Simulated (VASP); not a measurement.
# Se (P3_121) in VASP: a series of runs

Se is run at these levels: LDA; tasks: single point.

Program: VASP 6.6.1. These are calculated values, not measurements. Logs are shortened: lines on timing, memory, paths and dates and some standing lists are left out, and cuts for length are marked.

## (1) The cell of the first run

The structure is trigonal, space group P3_121 (No. 152). Conventional cell: a = 4.366 Å, b = 4.366 Å, c = 4.904 Å, α = 90.00°, β = 90.00°, γ = 120.00°. Within 3.1 Å of Se (site symmetry 2) lie 2 Se at 2.36 Å.

## (2) Single point, LDA (zz strain of -1 %)

File INCAR:

```
SYSTEM = Se
  PREC = Accurate
  ENCUT = 520
  EDIFF = 1E-7
  ISMEAR = -1
  SIGMA = 0.03
  LREAL = .False.
  LASPH = .True.
  NELM = 80
  ALGO = Normal
  ISIF = 2
  LWAVE = .False.
  LCHARG = .True.
  LELF = .True.
  LVHAR = .True.
  NBANDS = 16
```

File KPOINTS:

```
regular mesh
0
Gamma
  6 6 5
  0 0 0
```

File POSCAR:

```
Se
1.0
    4.3661999489      0.0000000000      0.0000000000
   -2.1830999745      3.7812400738      0.0000000000
    0.0000000000      0.0000000000      4.9040640000
Se
3
Direct
    0.2254000000      0.0000000000      0.3333333333
    0.0000000000      0.2254000000      0.6666666667
    0.7746000000      0.7746000000      0.0000000000
```

Potentials or basis: VASP PAW LDA potentials, release 64 (Se).

Started as:

```
$ cat potpaw_LDA.64/Se/POTCAR > POTCAR
$ mpirun -np 1 vasp_std > vasp.out
```

OUTCAR:

```text
SYSTEM = Se
   PREC = Accurate
   ENCUT = 520
   EDIFF = 1E-7
   ISMEAR = -1
   LREAL = .False.
   LASPH = .True.
   NELM = 80
   ISIF = 2

 ion  position               nearest neighbor table
   1  0.225  0.000  0.333-   3 2.36   2 2.36
   2  0.000  0.225  0.667-   3 2.36   1 2.36
   3  0.775  0.775  0.000-   1 2.36   2 2.36

  LATTYP: Found a hexagonal cell.
 ALAT       =     4.3661999489
 C/A-ratio  =     1.1231881401

  Lattice vectors:

 A1 = (   4.3661999489,   0.0000000000,   0.0000000000)
 A2 = (  -2.1830999745,   3.7812400738,   0.0000000000)
 A3 = (   0.0000000000,   0.0000000000,   4.9040640000)

Analysis of symmetry for initial positions (statically):
=====================================================================
 Subroutine PRICEL returns:
 Original cell was already a primitive cell.

 Routine SETGRP: Setting up the symmetry group for a
 hexagonal supercell.

 Subroutine GETGRP returns: Found  6 space group operations
 (whereof  2 operations were pure point group operations)
 out of a pool of 24 trial point group operations.

The static configuration has the point symmetry C_2 .
 The point group associated with its full space group is D_3 .

Analysis of symmetry for dynamics (positions and initial velocities):
=====================================================================
 Subroutine PRICEL returns:
 Original cell was already a primitive cell.

 Routine SETGRP: Setting up the symmetry group for a
 hexagonal supercell.

 Subroutine GETGRP returns: Found  6 space group operations
 (whereof  2 operations were pure point group operations)
 out of a pool of 24 trial point group operations.

The dynamic configuration has the point symmetry C_2 .
 The point group associated with its full space group is D_3 .

 Subroutine INISYM returns: Found  6 space group operations
 (whereof  2 operations are pure point group operations),
 and found     1 'primitive' translations

----------------------------------------------------------------------------------------

                                     Primitive cell

  volume of cell :      80.9644

  direct lattice vectors                    reciprocal lattice vectors
     4.366199949  0.000000000  0.000000000     0.229032113  0.132231752  0.000000000
    -2.183099975  3.781240074  0.000000000     0.000000000  0.264463504  0.000000000
     0.000000000  0.000000000  4.904064000     0.000000000  0.000000000  0.203912510

  length of vectors
     4.366199949  4.366199949  4.904064000     0.264463504  0.264463504  0.203912510

[... 77 lines left out ...]
   LNONCOLLINEAR =      F non collinear calculations
   LSORBIT =      F    spin-orbit coupling
   LASPH  =      T    aspherical Exc in radial PAW
   ENCUT  =  520.0 eV  38.22 Ry    6.18 a.u.   8.12  8.12  9.12*2*pi/ulx,y,z
   NELM   =     80;   NELMIN=  2; NELMDL= -5     # of ELM steps
   EDIFF  = 0.1E-06   stopping-criterion for ELM
   LREAL  =      F    real-space projection
   EDIFFG = 0.1E-05   stopping-criterion for IOM
   NSW    =      0    number of steps for IOM
   IBRION =     -1    ionic relax: 0-MD 1-quasi-New 2-CG
   NFREE  =      0    steps in history (QN), initial steepest desc. (CG)
   ISIF   =      2    stress and relaxation
   ISYM   =      2    0-nonsym 1-usesym 2-fastsym
   POTIM  = 0.5000    time-step for ionic-motion
   TEBEG  =    0.0;   TEEND  =   0.0 temperature during run
   PSTRESS=    0.0 pullay stress
   NELECT =      18.0000    total number of electrons
   NUPDOWN=      -1.0000    fix difference up-down
   EMIN   =  10.00;   EMAX   =-10.00  energy-range for DOS
   EFERMI =   0.00;   METHOD = LEGACY
   ISMEAR =    -1;   SIGMA  =   0.03  broadening in eV -4-tet -1-fermi 0-gaus
   EFERMI_NEDOS =   21; number of points for ismear=-14 and -15
   IALGO  =     38    algorithm
   IMIX   =      4    mixing-type and parameters
     AMIX     =   0.40;   BMIX     =  1.00
     AMIX_MAG =   1.60;   BMIX_MAG =  1.00
  volume/ion in A,a.u.               =      26.99       182.12
  Fermi-wavevector in a.u.,A,eV,Ry     =   0.991747  1.874131 13.382181  0.983563
  Thomas-Fermi vector in A             =   2.123510
   LORBIT       =      0    0 simple, 1 ext, 2 COOP (PROOUT), +10 PAW based schemes
   GGA     = CA    functional components
   LHFCALC =     F    Hartree Fock is set to
   AEXX    =    0.0000 exact exchange contribution
   IVDW    =     0    specifies the selected vdW correction
   LEPSILON=     F    determine dielectric tensor
   LRPA    =     F    only Hartree local field effects (RPA)
 non-spin polarized calculation
  energy-cutoff  :      520.00
  volume of cell :       80.96
 maximum number of plane-waves:      2193
   NGX = 17   NGY = 17   NGZ = 19

 number of electron      18.0000002 magnetization

 Free energy of the ion-electron system (eV)
  ---------------------------------------------------
  ext. energy  EPLUGINS =         0.00000000
  ---------------------------------------------------
  free energy    TOTEN  =       -12.32127188 eV

  energy without entropy =      -12.32127188  energy(sigma->0) =      -12.32127188

 E-fermi :   3.2743     XC(G=0):  -9.2219

 val. band max:        2.6714148169   @ k =  -0.1667   0.5000   0.4000
 cond. band min:       3.8313073168   @ k =   0.0000   0.0000   0.4000
 fundamental gap:      1.1598924999
 Fermi energy:         3.2742992862

 k-point     1 :       0.0000    0.0000    0.0000
  band No.  band energies     occupation
      1     -13.2146      2.00000
      2      -9.0035      2.00000
      3      -9.0035      2.00000
      4      -1.1331      2.00000
      5      -1.1331      2.00000
      6      -1.1138      2.00000
[... 433 lines left out ...]
      3      -7.4889      2.00000
      4      -2.6650      2.00000
      5      -1.7859      2.00000
      6      -1.1731      2.00000
[... 8 lines left out ...]
     15      10.5884      0.00000
     16      10.9968      0.00000

 [... further k-points ...]
[... 5 lines left out ...]
  --------------------------------------------------------------------------------------
  -------------------------------------------------------------------------------------
  Total       -0.5010193     -0.5010193      0.5924641      0.0000000      0.0000000      0.0000000
  in kB       -9.9145050     -9.9145050     11.7240767      0.0000000      0.0000000      0.0000000
  external PRESSURE =      -2.7016445 kB  Pullay stress =       0.0000000 kB

 VOLUME and BASIS-vectors are now :
 -----------------------------------------------------------------------------
  energy-cutoff  :      520.00
  volume of cell :       80.96
      direct lattice vectors                 reciprocal lattice vectors
     4.366199949  0.000000000  0.000000000     0.229032113  0.132231752  0.000000000
    -2.183099975  3.781240074  0.000000000     0.000000000  0.264463504  0.000000000
     0.000000000  0.000000000  4.904064000     0.000000000  0.000000000  0.203912510

 POSITION                                       TOTAL-FORCE (eV/Angst)
 -----------------------------------------------------------------------------------
      0.98414      0.00000      1.63469         0.381006     -0.000000     -0.000000
     -0.49207      0.85229      3.26938        -0.190503      0.329961     -0.000000
      1.69103      2.92895      0.00000        -0.190503     -0.329961      0.000000
 -----------------------------------------------------------------------------------
    total drift:                                0.000000      0.000000     -0.000000

  FREE ENERGIE OF THE ION-ELECTRON SYSTEM (eV)
  ---------------------------------------------------
  free  energy   TOTEN  =       -12.3212718820 eV

  energy  without entropy=      -12.3212718817  energy(sigma->0) =      -12.32127188
```

stdout:

```text
POSCAR found type information on POSCAR Se
 POSCAR found :  1 types and       3 ions
 scaLAPACK will be used
 LDA part: xc-table for (Slater(with rela. corr.)+CA(PZ))
 , standard interpolation
 POSCAR, INCAR and KPOINTS ok, starting setup
 FFT: planning ... GRIDC
 FFT: planning ... GRID_SOFT
 FFT: planning ... GRID
 WAVECAR not read
 entering main loop
```

It took 9.5 s on 1 thread of Intel Xeon 6975P-C (Granite Rapids), shared host; peak memory 0.16 GiB.

Results:

```yaml
Free_energy: -12.3213 eV
Pressure: -0.3 GPa
Largest_force: 0.381 eV/Å
Band_gap_on_the_k_mesh: 1.16 eV, indirect (least direct gap 1.51 eV)
```

Forces on the atoms (eV/Å):
```
Se   0.381  0.000  0.000
Se  -0.191  0.330  0.000
Se  -0.191 -0.330  0.000
```

Levels at points of the mesh, in eV from the valence-band top:
```tsv
k point	band 7	band 8	band 9	band 10	band 11	band 12
(0.00, 0.00, 0.00)	-2.02	-2.02	-0.32	1.94	1.94	2.17
(0.50, 0.00, 0.00)	-2.86	-1.73	-0.92	1.96	2.36	4.20
```

Caveat: the cell differs from its parent crystal (zz strain of -1 %). A k mesh can miss the band edges.

## (3) Single point, LDA (volume scaled by 0.99)

File INCAR:

```
SYSTEM = Se
PREC     = Accurate       ! precision mode
ENCUT    = 520            ! plane-wave cutoff, eV
EDIFF    = 1E-6           ! SCF threshold, eV
ISMEAR   = -1             ! smearing method
SIGMA    = 0.03           ! smearing width, eV
LREAL    = .False.        ! projectors in reciprocal space
LASPH    = .True.         ! aspherical terms in the spheres
NELM     = 60             ! most SCF steps
ALGO     = Normal         ! electronic algorithm
ISIF     = 2              ! what is computed and relaxed
LWAVE    = .False.        ! write WAVECAR
LCHARG   = .False.        ! write CHGCAR
NBANDS   = 16             ! bands
```

KPOINTS is that of step 2.

File POSCAR:

```
Se
1.0
    4.3515971644      0.0000000000      0.0000000000
   -2.1757985822      3.7685936915      0.0000000000
    0.0000000000      0.0000000000      4.9370326522
Se
3
Direct
    0.2254000000      0.0000000000      0.3333333333
    0.0000000000      0.2254000000      0.6666666667
    0.7746000000      0.7746000000      0.0000000000
```

Potentials or basis: VASP PAW LDA potentials, release 64 (Se).

Started as:

```
$ cat potpaw_LDA.64/Se/POTCAR > POTCAR
$ mpirun -np 1 vasp_std > vasp.out
```

OUTCAR:

```text
SYSTEM = Se
   PREC = Accurate
   ENCUT = 520
   EDIFF = 1E-6
   ISMEAR = -1
   LREAL = .False.
   LASPH = .True.
   NELM = 60
   ISIF = 2

 ion  position               nearest neighbor table
   1  0.225  0.000  0.333-   3 2.37   2 2.37
   2  0.000  0.225  0.667-   3 2.37   1 2.37
   3  0.775  0.775  0.000-   1 2.37   2 2.37

  LATTYP: Found a hexagonal cell.
 ALAT       =     4.3515971644
 C/A-ratio  =     1.1345334749

[... 649 lines left out ...]

  FORCE on cell =-STRESS in cart. coord.  units (eV):
  Direction    XX          YY          ZZ          XY          YZ          ZX
  --------------------------------------------------------------------------------------
  -------------------------------------------------------------------------------------
  Total       -0.5463993     -0.5463993      0.3506971      0.0000000      0.0000000     -0.0000000
  in kB      -10.8125148    -10.8125148      6.9398279      0.0000000      0.0000000     -0.0000000
  external PRESSURE =      -4.8950672 kB  Pullay stress =       0.0000000 kB

 VOLUME and BASIS-vectors are now :
 -----------------------------------------------------------------------------
  energy-cutoff  :      520.00
  volume of cell :       80.96
      direct lattice vectors                 reciprocal lattice vectors
     4.351597164  0.000000000  0.000000000     0.229800683  0.132675486  0.000000000
    -2.175798582  3.768593692  0.000000000     0.000000000  0.265350972  0.000000000
     0.000000000  0.000000000  4.937032652     0.000000000  0.000000000  0.202550818

 POSITION                                       TOTAL-FORCE (eV/Angst)
 -----------------------------------------------------------------------------------
      0.98085      0.00000      1.64568         0.366440      0.000000     -0.000000
     -0.49043      0.84944      3.29136        -0.183220      0.317347      0.000000
      1.68537      2.91915      0.00000        -0.183220     -0.317347      0.000000
 -----------------------------------------------------------------------------------
    total drift:                                0.000001      0.000001     -0.000000

  FREE ENERGIE OF THE ION-ELECTRON SYSTEM (eV)
  ---------------------------------------------------
  free  energy   TOTEN  =       -12.3279212576 eV

  energy  without entropy=      -12.3279212574  energy(sigma->0) =      -12.32792126
```

OSZICAR:

```text
N       E                     dE             d eps       ncg     rms          rms(c)
DAV:   1     0.794107351027E+02    0.79411E+02   -0.71853E+03   864   0.934E+02
DAV:   2    -0.704961326103E+01   -0.86460E+02   -0.81426E+02  1152   0.152E+02
DAV:   3    -0.124146205369E+02   -0.53650E+01   -0.53439E+01  1096   0.436E+01
DAV:   4    -0.124539917940E+02   -0.39371E-01   -0.39367E-01  1136   0.434E+00
DAV:   5    -0.124542757708E+02   -0.28398E-03   -0.28397E-03  1112   0.362E-01    0.743E+00
DAV:   6    -0.123638954278E+02    0.90380E-01   -0.40038E-02  1112   0.117E+00    0.454E+00
DAV:   7    -0.123288139248E+02    0.35082E-01   -0.77361E-02  1040   0.158E+00    0.200E-01
DAV:   8    -0.123278964409E+02    0.91748E-03   -0.84268E-03   992   0.557E-01    0.968E-02
DAV:   9    -0.123279205944E+02   -0.24153E-04   -0.27003E-04  1208   0.101E-01    0.278E-02
DAV:  10    -0.123279208275E+02   -0.23315E-06   -0.18286E-05  1048   0.264E-02    0.619E-03
DAV:  11    -0.123279212576E+02   -0.43006E-06   -0.29213E-06  1080   0.950E-03
   1 F= -.12327921E+02 E0= -.12327921E+02  d E =-.219240E-09
```

Wall time 8.5 s (1 thread of Intel Xeon 6975P-C (Granite Rapids), shared host); peak memory 0.16 GiB.

Results:

* Free energy: -12.3279 eV
* Pressure: -0.5 GPa
* Largest force: 0.366 eV/Å
* Band gap on the k mesh: 1.18 eV, indirect (least direct gap 1.43 eV)

Forces in eV/Å, atoms in the order of the input:
```
Se   0.366  0.000  0.000
Se  -0.183  0.317  0.000
Se  -0.183 -0.317  0.000
```

Stress tensor (GPa, compression positive):
```
-1.08  0.00  0.00
 0.00 -1.08  0.00
 0.00  0.00  0.69
```

## (4) Single point, LDA (zz strain of +1 %)

File INCAR:

```
ALGO     = Normal         # electronic algorithm
EDIFF    = 1E-7           # SCF threshold, eV
ENCUT    = 520            # plane-wave cutoff, eV
ISIF     = 2              # what is computed and relaxed
ISMEAR   = -1             # smearing method
LASPH    = T              # aspherical terms in the spheres
LCHARG   = F              # write CHGCAR
LREAL    = F              # projectors in reciprocal space
LWAVE    = F              # write WAVECAR
NBANDS   = 16             # bands
NELM     = 60             # most SCF steps
PREC     = Accurate       # precision mode
SIGMA    = 0.03           # smearing width, eV
```

File KPOINTS:

```
k-points
0
Gamma
  6 6 5
```

File POSCAR:

```
Se
1.0
    4.3661999489      0.0000000000      0.0000000000
   -2.1830999745      3.7812400738      0.0000000000
    0.0000000000      0.0000000000      5.0031360000
Se
3
Direct
    0.2254000000      0.0000000000      0.3333333333
    0.0000000000      0.2254000000      0.6666666667
    0.7746000000      0.7746000000      0.0000000000
```

Started as:

```
$ cat potpaw_LDA.64/Se/POTCAR > POTCAR
$ mpirun -np 1 vasp_std > vasp.out
```

Wall time 9.7 s (1 thread of Intel Xeon 6975P-C (Granite Rapids), shared host); peak memory 0.16 GiB.

It converged, with:

* Free energy: -12.3202 eV
* Pressure: -1.8 GPa
* Largest force: 0.149 eV/Å
* Band gap on the k mesh: 1.20 eV, indirect (least direct gap 1.32 eV)

Forces on the atoms (eV/Å):
```
Se   0.149  0.000  0.000
Se  -0.074  0.129  0.000
Se  -0.074 -0.129  0.000
```

Stress tensor (GPa, compression positive):
```
-2.05  0.00  0.00
 0.00 -2.05  0.00
 0.00  0.00 -1.35
```

Levels at points of the mesh, in eV from the valence-band top:
```tsv
k point	band 5	band 6	band 7	band 8	band 9	band 10	band 11	band 12	band 13	band 14
(0.00, 0.00, 0.00)	-3.70	-3.60	-1.88	-1.88	-0.27	1.86	1.86	2.22	5.97	6.42
(0.50, 0.00, 0.00)	-4.58	-3.30	-2.82	-1.65	-0.88	1.91	2.32	4.11	5.21	7.59
```

Caveat: the cell differs from its parent crystal (zz strain of +1 %).

## (5) Single point, LDA (zz strain of +2 %)

File INCAR:

```
SYSTEM = Se
  PREC = Accurate
  ENCUT = 520
  EDIFF = 1E-7
  ISMEAR = -1
  SIGMA = 0.03
  LREAL = .False.
  LASPH = .True.
  NELM = 80
  ALGO = Normal
  ISIF = 2
  LWAVE = .False.
  LCHARG = .True.
  LELF = .True.
  LVHAR = .True.
  NBANDS = 16
```

File KPOINTS:

```
Automatic mesh
0
Gamma
  6 6 5
  0 0 0
```

Edit POSCAR of step 4 so:

```diff
@@ -4,3 +4,3 @@
    -2.1830999745      3.7812400738      0.0000000000
-    0.0000000000      0.0000000000      5.0031360000
+    0.0000000000      0.0000000000      5.0526720000
 Se
```

Started as:

```
$ cat potpaw_LDA.64/Se/POTCAR > POTCAR
$ mpirun -np 1 vasp_std > vasp.out
```

Wall time 10 s (1 thread of Intel Xeon 6975P-C (Granite Rapids), shared host); peak memory 0.17 GiB.

It converged, with:

```
Free energy            : -12.3103 eV
Pressure               : -2.5 GPa
Largest force          : 0.044 eV/Å
Band gap on the k mesh : 1.22 eV, indirect (least direct gap 1.23 eV)
```

Forces on the atoms (eV/Å):
```
Se   0.044  0.000  0.000
Se  -0.022  0.038  0.000
Se  -0.022 -0.038  0.000
```

Levels at points of the mesh, in eV from the valence-band top:
```tsv
k point	band 7	band 8	band 9	band 10	band 11	band 12
(0.00, 0.00, 0.00)	-1.81	-1.81	-0.25	1.81	1.81	2.24
(0.50, 0.00, 0.00)	-2.80	-1.62	-0.86	1.88	2.31	4.06
```

Caveat: the cell differs from its parent crystal (zz strain of +2 %). A k mesh can miss the band edges.

## (6) Single point, LDA (volume scaled by 1.02)

File INCAR:

```
PREC     = Accurate       # precision mode
ENCUT    = 520            # plane-wave cutoff, eV
EDIFF    = 1E-7           # SCF threshold, eV
ISMEAR   = -1             # smearing method
SIGMA    = 0.03           # smearing width, eV
LREAL    = F              # projectors in reciprocal space
LASPH    = T              # aspherical terms in the spheres
NELM     = 80             # most SCF steps
ALGO     = Normal         # electronic algorithm
ISIF     = 2              # what is computed and relaxed
LWAVE    = F              # write WAVECAR
LCHARG   = F              # write CHGCAR
GGA      = CA             # functional
NBANDS   = 16             # bands
```

File KPOINTS:

```
Automatic mesh
0
Gamma
  6 6 5
```

File POSCAR:

```
Se
1.0
    4.3951160230      0.0000000000      0.0000000000
   -2.1975580116      3.8062821286      0.0000000000
    0.0000000000      0.0000000000      4.9864062541
Se
3
Direct
    0.2254000000      0.0000000000      0.3333333333
    0.0000000000      0.2254000000      0.6666666667
    0.7746000000      0.7746000000      0.0000000000
```

Potentials or basis: VASP PAW LDA potentials, release 64 (Se).

Started as:

```
$ cat potpaw_LDA.64/Se/POTCAR > POTCAR
$ mpirun -np 1 vasp_std > vasp.out
```

It took 12 s on 1 thread of Intel Xeon 6975P-C (Granite Rapids), shared host; peak memory 0.18 GiB.

Results (log left out):

```
Free energy            : -12.3077 eV
Pressure               : -2.1 GPa
Largest force          : 0.062 eV/Å
Band gap on the k mesh : 1.19 eV, indirect (least direct gap 1.38 eV)
```

Forces on the atoms (eV/Å):
```
Se   0.062  0.000  0.000
Se  -0.031  0.054  0.000
Se  -0.031 -0.054  0.000
```

Stress tensor (GPa, compression positive):
```
-2.38  0.00  0.00
 0.00 -2.38  0.00
 0.00  0.00 -1.60
```

Levels at points of the mesh, in eV from the valence-band top:
| k point | band 7 | band 8 | band 9 | band 10 | band 11 | band 12 |
| --- | --- | --- | --- | --- | --- | --- |
| (0.00, 0.00, 0.00) | -1.87 | -1.87 | -0.27 | 1.87 | 1.87 | 2.18 |
| (0.50, 0.00, 0.00) | -2.77 | -1.64 | -0.86 | 1.92 | 2.32 | 4.06 |

 A k mesh can miss the band edges.

## (7) Overview

```tsv
cell	gap on the mesh (eV)	pressure (GPa)	largest force (eV/Å)
a = 4.366, b = 4.366, c = 4.904 Å, angles 90.0, 90.0, 120.0°, 3 atoms	1.16	-0.3	0.38
a = 4.352, b = 4.352, c = 4.937 Å, angles 90.0, 90.0, 120.0°, 3 atoms	1.18	-0.5	0.37
a = 4.366, b = 4.366, c = 5.003 Å, angles 90.0, 90.0, 120.0°, 3 atoms	1.20	-1.8	0.15
a = 4.366, b = 4.366, c = 5.053 Å, angles 90.0, 90.0, 120.0°, 3 atoms	1.22	-2.5	0.04
a = 4.395, b = 4.395, c = 4.986 Å, angles 90.0, 90.0, 120.0°, 3 atoms	1.19	-2.1	0.06
```

Alike in all rows: task single point; level LDA; potentials or basis VASP PAW LDA potentials, release 64 (Se); no spin polarisation; k mesh 6 × 6 × 5; cutoff (eV) 520; smearing fermi-dirac 0.03 eV.

Total energies depend on the potentials used, so only differences within one code and one set of settings carry meaning.
